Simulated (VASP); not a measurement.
Set up this calculation in VASP 6.6.1, as the native input.

```yaml
Task: relaxation of the atoms
Functional: PBEsol
Potentials_or_basis: VASP PAW PBE potentials, release 64 (Al, H)
Cutoff: 520 eV
k_mesh: 10 × 7 × 1
Occupations: gaussian, width 0.1 eV
Spin: no spin polarisation
Dipole_correction: yes
Atoms_held_fixed_from_0: "[0, 1, 2]"
Further_INCAR_settings: ALGO = Normal; EDIFF = 1e-06; IBRION = 2; EDIFFG = -0.03; NSW = 90
```

The structure of Al6H lies in POSCAR:

```
Al6H
1.0
    2.8394270062      0.0000000000      0.0000000000
    0.0000000000      4.0155561815      0.0000000000
    0.0000000000      0.0000000000     26.0985675155
Al H
6 1
Selective dynamics
Direct
    0.5000000000      0.5000000000      0.3256883733  F F F
    0.0000000000      0.0000000000      0.3800865123  F F F
    0.5000000000      0.5000000000      0.4344846513  F F F
    0.0000000000      0.0000000000      0.4863154555  T T T
    0.5000000000      0.5000000000      0.5431153486  T T T
    0.0000000000      0.0000000000      0.5914115929  T T T
    0.0000000000      0.0000000000      0.6496523373  T T T
```

These files were run (other wordings do the same):

INCAR

```
SYSTEM = Al6H
PREC = Accurate
ENCUT = 520
EDIFF = 1E-6
ISMEAR = 0
SIGMA = 0.1
LREAL = .False.
LASPH = .True.
NELM = 80
ALGO = Normal
ISIF = 2
LWAVE = .False.
LCHARG = .False.
LDIPOL = .True.
IDIPOL = 3
DIPOL = 0.5 0.5 0.487
GGA = PS
IBRION = 2
NSW = 90
EDIFFG = -0.03
```

KPOINTS

```
regular mesh
0
Gamma
  10 7 1
  0 0 0
```

Potentials or basis: VASP PAW PBE potentials, release 64 (Al, H).

Command:

```sh
$ cat potpaw_PBE.64/Al/POTCAR potpaw_PBE.64/H/POTCAR > POTCAR
$ mpirun -np 1 vasp_std > vasp.out
```

Results of the run:

* Energy gained by relaxing: 13.8 meV/atom
* Ionic steps: 21
* Band gap on the k mesh: zero (an odd number of electrons rules out a gap without spin polarisation)

Caveat: the highest band is partly filled, so the run has too few bands.

Wall time 13 min on 1 thread of Intel(R) Xeon(R) Platinum 8559C (Emerald Rapids) (shared host), peak memory 0.43 GiB.
